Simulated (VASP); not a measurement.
A run of VASP 6.6.1 is set up as follows.

INCAR

```
SYSTEM = In2S
  ALGO = Normal
  EDIFF = 1E-6
  ENCUT = 500
  GGA = PE
  GGA_COMPAT = .False.
  ISIF = 2
  ISMEAR = 0
  LASPH = .True.
  LCHARG = .False.
  LREAL = .False.
  LWAVE = .False.
  NBANDS = 23
  NELM = 120
  PREC = Accurate
  SIGMA = 0.02
```

File KPOINTS:

```
k-points
0
Gamma
  8 8 8
  0 0 0
```

File POSCAR:

```
In2S
1.0
    0.0000000000      3.6483000000      3.6483000000
    3.6483000000      0.0000000000      3.6483000000
    3.6483000000      3.6483000000      0.0000000000
S In
1 2
Direct
    0.0000000000      0.0000000000      0.0000000000
    0.2500000000      0.2500000000      0.2500000000
    0.7500000000      0.7500000000      0.7500000000
```

Potentials or basis: VASP PAW PBE potentials, release 64 (S, In_d).

Command:

```console
$ cat potpaw_PBE.64/S/POTCAR potpaw_PBE.64/In_d/POTCAR > POTCAR
$ mpirun -np 1 vasp_std > vasp.out
```

Question: Predict the pressure.

Answer: -1.0 GPa.

Question: Predict the band gap on the k mesh.

Answer: Zero (bands 16 and 17 overlap by 0.07 eV).

Caveat: spin-orbit coupling is left out, which moves the levels of the heavy elements.
